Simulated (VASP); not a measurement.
# Ba2B5 (P6/mmm) in VASP: a series of runs

The runs below take Ba2B5 through relaxation of cell and atoms, single point, with PBE.

All numbers are computed with VASP 6.6.1; they aren't measurements. Logs are shortened: lines on timing, memory, paths and dates and some standing lists are left out, and cuts for length are marked.

**1. The cell of the first run**

It takes space group P6/mmm (No. 191, hexagonal). The conventional cell has a = 4.083 Å, b = 4.083 Å, c = 7.914 Å, α = 90.00°, β = 90.00°, γ = 120.00°. Ba (site symmetry 6mm) has 2 B at 1.77 to 2.19 Å within 2.3 Å. Within 2.7 Å of B (site symmetry mmm) lie 6 B at 2.04 Å. B (site symmetry 6/mmm) has 2 Ba at 2.19 Å within 2.9 Å. B (site symmetry 6/mmm) has 2 Ba at 1.77 Å and 6 B at 2.04 Å within 2.3 Å.

**2. Relaxation of cell and atoms, PBE**

The input, INCAR:

```
SYSTEM = Ba2B5
PREC = Accurate
ENCUT = 600
EDIFF = 1E-6
ISMEAR = 0
SIGMA = 0.1
LREAL = .False.
LASPH = .True.
NELM = 80
ALGO = Normal
ISIF = 3
LWAVE = .False.
LCHARG = .False.
GGA = PE
IBRION = 2
NSW = 90
EDIFFG = -0.04
```

The input, KPOINTS:

```
Automatic mesh
0
Gamma
  6 6 2
  0 0 0
```

The input, POSCAR:

```
Ba2B5
1.0
    4.0834656100      0.0000000000      0.0000000000
   -2.0417328000      3.5363849500      0.0000000000
    0.0000000000      0.0000000000      7.9137756200
Ba B
2 5
Direct
    0.0000000000      0.0000000000      0.7234969600
    0.0000000000      0.0000000000      0.2765030400
    0.5000000000      0.0000000000      0.5000000000
    0.0000000000      0.5000000000      0.5000000000
    0.5000000000      0.5000000000      0.5000000000
    0.0000000000      0.0000000000      0.0000000000
    0.0000000000      0.0000000000      0.5000000000
```

Potentials or basis: VASP PAW PBE potentials, release 64 (Ba_sv, B).

Run with:

```
$ cat potpaw_PBE.64/Ba_sv/POTCAR potpaw_PBE.64/B/POTCAR > POTCAR
$ mpirun -np 1 vasp_std > vasp.out
```

OUTCAR:

```text
SYSTEM = Ba2B5
   PREC = Accurate
   ENCUT = 600
   EDIFF = 1E-6
   ISMEAR = 0
   LREAL = .False.
   LASPH = .True.
   NELM = 80
   ISIF = 3
   GGA = PE
   IBRION = 2
   NSW = 90
   EDIFFG = -0.04

 ion  position               nearest neighbor table
   1  0.000  0.000  0.723-   7 1.77   6 2.19   4 2.70   4 2.70   5 2.70   5 2.70   3 2.70   3 2.70
                             2 3.54   2 4.38
   2  0.000  0.000  0.277-   7 1.77   6 2.19   4 2.70   4 2.70   5 2.70   5 2.70   3 2.70   3 2.70
                             1 3.54   1 4.38
   3  0.500  0.000  0.500-   5 2.04   5 2.04   4 2.04   4 2.04   7 2.04   7 2.04   1 2.70   2 2.70
                             1 2.70   2 2.70
   4  0.000  0.500  0.500-   7 2.04   7 2.04   3 2.04   3 2.04   5 2.04   5 2.04   2 2.70   2 2.70
                             1 2.70   1 2.70
   5  0.500  0.500  0.500-   3 2.04   3 2.04   7 2.04   7 2.04   4 2.04   4 2.04   1 2.70   1 2.70
                             2 2.70   2 2.70
   6  0.000  0.000  0.000-   1 2.19   2 2.19
   7  0.000  0.000  0.500-   1 1.77   2 1.77   4 2.04   4 2.04   5 2.04   5 2.04   3 2.04   3 2.04

  LATTYP: Found a hexagonal cell.
 ALAT       =     4.0834656100
 C/A-ratio  =     1.9380047185

  Lattice vectors:

 A1 = (   4.0834656100,   0.0000000000,   0.0000000000)
 A2 = (  -2.0417328000,   3.5363849500,   0.0000000000)
 A3 = (   0.0000000000,   0.0000000000,   7.9137756200)

Analysis of symmetry for initial positions (statically):
=====================================================================
 Subroutine PRICEL returns:
 Original cell was already a primitive cell.

 Routine SETGRP: Setting up the symmetry group for a
 hexagonal supercell.

 Subroutine GETGRP returns: Found 24 space group operations
 (whereof 24 operations were pure point group operations)
 out of a pool of 24 trial point group operations.

The static configuration has the point symmetry D_6h.

Analysis of symmetry for dynamics (positions and initial velocities):
=====================================================================
 Subroutine PRICEL returns:
 Original cell was already a primitive cell.

 Routine SETGRP: Setting up the symmetry group for a
 hexagonal supercell.

 Subroutine GETGRP returns: Found 24 space group operations
 (whereof 24 operations were pure point group operations)
 out of a pool of 24 trial point group operations.

The dynamic configuration has the point symmetry D_6h.

 Subroutine INISYM returns: Found 24 space group operations
 (whereof 24 operations are pure point group operations),
 and found     1 'primitive' translations

----------------------------------------------------------------------------------------

                                     Primitive cell

  volume of cell :     114.2805

[... 108 lines left out ...]
  volume/ion in A,a.u.               =      16.33       110.17
  Fermi-wavevector in a.u.,A,eV,Ry     =   1.103503  2.085318 16.568066  1.217719
  Thomas-Fermi vector in A             =   2.239962
   LORBIT       =      0    0 simple, 1 ext, 2 COOP (PROOUT), +10 PAW based schemes
   GGA     = PE    functional components
   LHFCALC =     F    Hartree Fock is set to
   AEXX    =    0.0000 exact exchange contribution
   IVDW    =     0    specifies the selected vdW correction
   LEPSILON=     F    determine dielectric tensor
   LRPA    =     F    only Hartree local field effects (RPA)
 conjugate gradient relaxation of ions
 non-spin polarized calculation
 Gauss-broadening in eV      SIGMA  =   0.10
  energy-cutoff  :      600.00
  volume of cell :      114.28
 maximum number of plane-waves:      3853
 NGX is ok and might be reduce to    36
   NGX = 17   NGY = 17   NGZ = 31

--------------------------------------- Ionic step        1  -------------------------------------------

 number of electron      35.0000000 magnetization

 Free energy of the ion-electron system (eV)
  ---------------------------------------------------
  ext. energy  EPLUGINS =         0.00000000
  ---------------------------------------------------
  free energy    TOTEN  =       -16.43636110 eV

  energy without entropy =      -16.41411828  energy(sigma->0) =      -16.42523969

------------------------ aborting loop because EDIFF is reached ----------------------------------------

  FORCE on cell =-STRESS in cart. coord.  units (eV):
  Direction    XX          YY          ZZ          XY          YZ          ZX
  --------------------------------------------------------------------------------------
  -------------------------------------------------------------------------------------
  Total       -2.2125361     -2.2125361     84.7195019     -0.0000000      0.0000000      0.0000000
  in kB      -31.0190709    -31.0190708   1187.7411627     -0.0000000      0.0000000      0.0000000
  external PRESSURE =     375.2343404 kB  Pullay stress =       0.0000000 kB
[... 104 lines left out ...]
  FREE ENERGIE OF THE ION-ELECTRON SYSTEM (eV)
  ---------------------------------------------------
  free  energy   TOTEN  =       -25.0192985102 eV

  energy  without entropy=      -24.9689747876  energy(sigma->0) =      -24.99413665

 E-fermi :   3.4363     XC(G=0):  -8.9300

 val. band max:        3.4087685974   @ k =   0.5000   0.0000   0.5000
 cond. band min:       3.4466291220   @ k =   0.3333   0.1667   0.0000
 fundamental gap:      0.0378605246
 Fermi energy:         3.4363111949

 k-point     1 :       0.0000    0.0000    0.0000
  band No.  band energies     occupation
      1     -25.2725      2.00000
      2     -25.2713      2.00000
      3     -12.9194      2.00000
      4     -10.6869      2.00000
      5     -10.6031      2.00000
      6      -9.2841      2.00000
[... 325 lines left out ...]
     20       3.7549      0.00001
     21       4.5431      0.00000

[... ionic steps 4 to 22 ...]

--------------------------------------- Ionic step       23  -------------------------------------------

 number of electron      35.0000006 magnetization

------------------------ aborting loop because EDIFF is reached ----------------------------------------
[... 77 lines left out ...]
--------------------------------------- Ionic step       25  -------------------------------------------

 number of electron      35.0000002 magnetization

 Free energy of the ion-electron system (eV)
  ---------------------------------------------------
  ext. energy  EPLUGINS =         0.00000000
  ---------------------------------------------------
  free energy    TOTEN  =       -29.79862007 eV

  energy without entropy =      -29.75747421  energy(sigma->0) =      -29.77804714

 E-fermi :   3.7138     XC(G=0):  -9.4532

 val. band max:        3.7116302312   @ k =   0.1667   0.0000   0.0000
 cond. band min:       3.7312035309   @ k =   0.3333  -0.0000   0.5000
 fundamental gap:      0.0195732998
 Fermi energy:         3.7138307415

 k-point     1 :       0.0000    0.0000    0.0000
  band No.  band energies     occupation
      1     -24.6063      2.00000
      2     -24.6043      2.00000
      3     -12.3391      2.00000
      4     -10.0924      2.00000
      5      -9.4568      2.00000
      6      -8.8135      2.00000
[... 359 lines left out ...]
  FREE ENERGIE OF THE ION-ELECTRON SYSTEM (eV)
  ---------------------------------------------------
  free  energy   TOTEN  =       -29.7986200668 eV

  energy  without entropy=      -29.7574742072  energy(sigma->0) =      -29.77804714

 reached required accuracy - stopping structural energy minimisation
```

OSZICAR:

```text
N       E                     dE             d eps       ncg     rms          rms(c)
DAV:   1     0.252444245186E+03    0.25244E+03   -0.17382E+04   588   0.164E+03
DAV:   2    -0.393995297051E+01   -0.25638E+03   -0.25164E+03   817   0.306E+02
DAV:   3    -0.219186272773E+02   -0.17979E+02   -0.17595E+02   827   0.787E+01
[... 335 lines left out ...]
DAV:   5    -0.297986015394E+02    0.28036E-04   -0.39938E-04   809   0.930E-02    0.232E-02
DAV:   6    -0.297986111686E+02   -0.96292E-05   -0.27481E-05   872   0.256E-02    0.121E-02
DAV:   7    -0.297986190327E+02   -0.78640E-05   -0.73501E-06   782   0.144E-02    0.351E-03
DAV:   8    -0.297986200742E+02   -0.10415E-05   -0.70165E-07   399   0.511E-03    0.137E-03
DAV:   9    -0.297986200668E+02    0.73594E-08   -0.13439E-07   344   0.258E-03
  25 F= -.29798620E+02 E0= -.29778047E+02  d E =-.438454E-02
```

CONTCAR:

```text
Ba2B5
   1.00000000000000
     3.6053864253015870   -0.0000000006889762   -0.0000000000000000
    -1.8026932088328489    3.1223562327056387    0.0000000000000000
    -0.0000000000000000    0.0000000000000000   11.3736953131435516
  Ba              B
     2     5
Direct
     0.0000000000000000    0.0000000000000000    0.7483300816160209
     0.0000000000000000    0.0000000000000000    0.2516699183839794
     0.5000000000000000    0.0000000000000000    0.5000000000000000
     0.0000000000000000    0.5000000000000000    0.5000000000000000
     0.5000000000000000    0.5000000000000000    0.5000000000000000
     0.0000000000000000    0.0000000000000000    0.0000000000000000
     0.0000000000000000    0.0000000000000000    0.5000000000000000

  0.00000000E+00  0.00000000E+00  0.00000000E+00
  0.00000000E+00  0.00000000E+00  0.00000000E+00
  0.00000000E+00  0.00000000E+00  0.00000000E+00
  0.00000000E+00  0.00000000E+00  0.00000000E+00
  0.00000000E+00  0.00000000E+00  0.00000000E+00
  0.00000000E+00  0.00000000E+00  0.00000000E+00
  0.00000000E+00  0.00000000E+00  0.00000000E+00
```

Wall time 13 min (1 thread of Oxide Virtual Turin-like, shared host); peak memory 0.28 GiB.

What came out:

```
Free energy                            : -29.7986 eV
Relaxed volume                         : 18.29 Å³/atom
Relaxed cell                           : a = 3.605 Å, b = 3.605 Å, c = 11.374 Å, α = 90.00°, β = 90.00°, γ = 120.00°
Space group after relaxing (to 0.05 Å) : P6/mmm (No. 191)
Energy gained by relaxing              : 1908.9 meV/atom
Ionic steps                            : 25
Pressure after relaxing                : 0.0 GPa
Largest force after relaxing           : 0.011 eV/Å
```

Forces in eV/Å, atoms in the order of the input:
```
Ba   0.000  0.000 -0.011
Ba   0.000  0.000  0.011
B    0.000  0.000  0.000
B    0.000  0.000  0.000
B    0.000  0.000  0.000
B    0.000  0.000  0.000
B    0.000  0.000  0.000
```

Step by step:
```tsv
step	energy change (eV)	largest force (eV/Å)	pressure (GPa)	volume (Å³)
1	0.0000	16.5186	37.52	114.28
2	-8.5513	3.7316	-4.82	175.53
3	-8.5829	3.7263	-4.65	175.80
4	-11.7291	1.0364	-3.85	160.66
5	-11.9794	0.3983	-1.78	155.76
6	-11.9829	0.3438	-1.53	155.26
7	-12.0399	0.5069	-0.23	150.34
8	-12.0614	0.6918	1.16	145.60
9	-12.1035	0.7371	0.98	144.73
10	-12.2262	0.9181	0.40	142.05
11	-12.5022	1.4252	-0.79	136.33
12	-12.8153	1.3116	0.73	123.45
13	-12.8369	1.7476	-0.71	127.12
14	-12.8424	1.5545	0.28	124.87
15	-12.8702	1.4007	0.49	124.38
16	-12.8983	0.8499	1.17	122.91
17	-12.9416	0.8108	1.17	123.10
18	-13.0582	0.6683	0.99	123.63
19	-13.2278	0.4537	0.44	124.65
20	-13.3475	0.1793	0.79	126.42
21	-13.3488	0.2052	0.73	126.28
22	-13.3534	0.1875	0.42	126.94
23	-13.3579	0.1468	-0.29	128.50
24	-13.3597	0.1133	-0.22	128.38
25	-13.3623	0.0114	-0.01	128.04
```

Final structure:
```
Ba B
1.0
     3.60539    0.00000    0.00000
    -1.80269    3.12236    0.00000
     0.00000    0.00000   11.37370
Ba B
2 5
Direct
  0.00000 0.00000 0.74833
  0.00000 0.00000 0.25167
  0.50000 0.00000 0.50000
  0.00000 0.50000 0.50000
  0.50000 0.50000 0.50000
  0.00000 0.00000 0.00000
  0.00000 0.00000 0.50000
```

Levels at points of the mesh, in eV from the Fermi level:
```csv
k point,band 14,band 15,band 16,band 17,band 18,band 19,band 20,band 21
"(0.00, 0.00, 0.00)",-5.86,-1.25,-0.83,-0.48,0.19,0.19,0.70,3.02
"(0.50, 0.00, 0.00)",-3.98,-3.48,-1.37,-0.68,-0.56,0.71,1.95,2.00
"(0.00, 0.00, 0.50)",-5.51,-1.27,-0.87,-0.83,0.19,0.19,1.00,3.03
"(0.50, 0.00, 0.50)",-4.00,-3.09,-1.13,-0.66,-0.56,0.40,0.74,1.76
```

Caveat: the k points lie up to 0.34 Å⁻¹ apart in the final cell; spin-orbit coupling is left out, which moves the levels of the heavy elements.

**3. Single point, PBE**

This run uses another cell than the first one, of 18.09 Å³/atom, 1.108 times its volume.

The input, INCAR:

```
PREC = Accurate
ENCUT = 520
EDIFF = 1E-6
ISMEAR = 0
SIGMA = 0.1
LREAL = F
LASPH = T
NELM = 60
ALGO = Normal
ISIF = 2
LWAVE = F
LCHARG = F
GGA = PE
NBANDS = 26
```

The input, KPOINTS:

```
regular mesh
0
Gamma
  12 12 4
```

The input, POSCAR:

```
Ba2B5
1.0
    3.5939692865      0.0000000000      0.0000000000
   -1.7969846433      3.1124687025      0.0000000000
    0.0000000000      0.0000000000     11.3215909280
Ba B
2 5
Direct
    0.0000000000      0.0000000000      0.7462004504
    0.0000000000      0.0000000000      0.2537995496
    0.5000000000      0.0000000000      0.5000000000
    0.0000000000      0.5000000000      0.5000000000
    0.5000000000      0.5000000000      0.5000000000
    0.0000000000      0.0000000000      0.0000000000
    0.0000000000      0.0000000000      0.5000000000
```

Potentials or basis: VASP PAW PBE potentials, release 64 (Ba_sv, B).

Run with:

```
$ cat potpaw_PBE.64/Ba_sv/POTCAR potpaw_PBE.64/B/POTCAR > POTCAR
$ mpirun -np 1 vasp_std > vasp.out
```

It took 2.6 min on 1 thread of Oxide Virtual Turin-like, shared host; peak memory 0.3 GiB.

It converged, with:

| Property | Result |
| --- | --- |
| Free energy | -29.9314 eV |
| Pressure | 0.8 GPa |
| Largest force | 0.086 eV/Å |

Forces on the atoms (eV/Å):
```
Ba   0.000  0.000  0.086
Ba   0.000  0.000 -0.086
B    0.000  0.000  0.000
B    0.000  0.000  0.000
B    0.000  0.000  0.000
B    0.000  0.000  0.000
B    0.000  0.000  0.000
```

Stress tensor (GPa, compression positive):
```
0.54 0.00 0.00
0.00 0.54 0.00
0.00 0.00 1.18
```

Levels at points of the mesh, in eV from the Fermi level:
```
           k point  band 16  band 17  band 18  band 19  band 20  band 21
(0.00, 0.00, 0.00)    -0.82    -0.59     0.11     0.11     0.68     2.36
(0.50, 0.00, 0.00)    -1.48    -0.71    -0.55     0.64     1.91     1.96
(0.00, 0.00, 0.50)    -0.98    -0.83     0.11     0.11     0.99     2.35
(0.50, 0.00, 0.50)    -1.24    -0.68    -0.55     0.32     0.72     1.67
```

Caveat: spin-orbit coupling is left out, which moves the levels of the heavy elements.

**4. Relaxation of cell and atoms, PBE**

This run uses another cell than the first one, of 18.08 Å³/atom, 1.108 times its volume.

The input, INCAR:

```
  ALGO = Normal
  EDIFF = 1E-6
  EDIFFG = -0.01
  ENCUT = 600
  GGA = PE
  IBRION = 2
  ISIF = 3
  ISMEAR = 0
  LASPH = T
  LCHARG = F
  LREAL = F
  LWAVE = F
  NELM = 100
  NSW = 100
  PREC = Accurate
  SIGMA = 0.1
```

The input, KPOINTS:

```
k-points
0
Gamma
  12 12 4
```

The input, POSCAR:

```
Ba2B5
1.0
    3.5997913525      0.0000000000      0.0000000000
   -1.7998956763      3.1175107596      0.0000000000
    0.0000000000      0.0000000000     11.2793000062
Ba B
2 5
Direct
    0.0000000000      0.0000000000      0.7470602386
    0.0000000000      0.0000000000      0.2529397614
    0.5000000000      0.0000000000      0.5000000000
    0.0000000000      0.5000000000      0.5000000000
    0.5000000000      0.5000000000      0.5000000000
    0.0000000000      0.0000000000      0.0000000000
    0.0000000000      0.0000000000      0.5000000000
```

Run with:

```
$ cat potpaw_PBE.64/Ba_sv/POTCAR potpaw_PBE.64/B/POTCAR > POTCAR
$ mpirun -np 1 vasp_std > vasp.out
```

It took 12 min on 1 thread of Oxide Virtual Turin-like, shared host; peak memory 0.37 GiB.

Results (log left out):

```yaml
Free_energy: -29.9408 eV
Relaxed_volume: 18.32 Å³/atom
Relaxed_cell: a = 3.601 Å, b = 3.601 Å, c = 11.424 Å, α = 90.00°, β = 90.00°, γ = 120.00°
Space_group_after_relaxing_to_0.05_Å: P6/mmm (No. 191)
Energy_gained_by_relaxing: 1.0 meV/atom
Ionic_steps: 7
Pressure_after_relaxing: 0.0 GPa
```

Step by step:
| step | energy change (eV) | largest force (eV/Å) | pressure (GPa) | volume (Å³) |
| --- | --- | --- | --- | --- |
| 1 | 0.0000 | 0.0388 | 0.62 | 126.58 |
| 2 | -0.0064 | 0.0076 | 0.07 | 127.86 |
| 3 | -0.0070 | 0.0234 | -0.14 | 128.36 |
| 4 | -0.0073 | 0.0162 | 0.04 | 128.13 |
| 5 | -0.0073 | 0.0172 | 0.02 | 128.15 |
| 6 | -0.0073 | 0.0126 | 0.02 | 128.18 |
| 7 | -0.0073 | 0.0011 | -0.01 | 128.27 |

Final structure:
```
CELL_PARAMETERS angstrom
3.60072 0.00000 0.00000
-1.80036 3.11832 0.00000
0.00000 0.00000 11.42429
ATOMIC_POSITIONS crystal
Ba 0.00000 0.00000 0.74690
Ba 0.00000 0.00000 0.25310
B 0.50000 0.00000 0.50000
B 0.00000 0.50000 0.50000
B 0.50000 0.50000 0.50000
B 0.00000 0.00000 0.00000
B 0.00000 0.00000 0.50000
```

Levels at points of the mesh, in eV from the Fermi level:
```csv
k point,band 16,band 17,band 18,band 19,band 20,band 21
"(0.00, 0.00, 0.00)",-0.84,-0.61,0.10,0.10,0.61,2.37
"(0.50, 0.00, 0.00)",-1.45,-0.70,-0.56,0.60,1.89,1.91
"(0.00, 0.00, 0.50)",-0.98,-0.84,0.10,0.10,0.91,2.36
"(0.50, 0.00, 0.50)",-1.23,-0.68,-0.57,0.31,0.69,1.69
```

Caveat: spin-orbit coupling is left out, which moves the levels of the heavy elements.

**5. Summary**

```tsv
task	cell	k mesh	cutoff (eV)	gap on the mesh (eV)	pressure (GPa)	relaxed volume (Å³/atom)	largest force (eV/Å)
relaxation of cell and atoms	relaxed from a = 4.083, b = 4.083, c = 7.914 Å, angles 90.0, 90.0, 120.0°, 7 atoms	6 × 6 × 2	600	none	0.0	18.29	0.01
single point	a = 3.594, b = 3.594, c = 11.322 Å, angles 90.0, 90.0, 120.0°, 7 atoms	12 × 12 × 4	520	none	0.8	-	0.09
relaxation of cell and atoms	relaxed from a = 3.600, b = 3.600, c = 11.279 Å, angles 90.0, 90.0, 120.0°, 7 atoms	12 × 12 × 4	600	none	0.0	18.32	-
```

Alike in all rows: level PBE; potentials or basis VASP PAW PBE potentials, release 64 (Ba_sv, B); no spin polarisation; smearing gaussian 0.1 eV.

Caveats: some runs use coarse meshes; spin-orbit coupling is left out, which moves the levels of the heavy elements.

Total energies depend on the potentials used, so only differences within one code and one set of settings carry meaning.
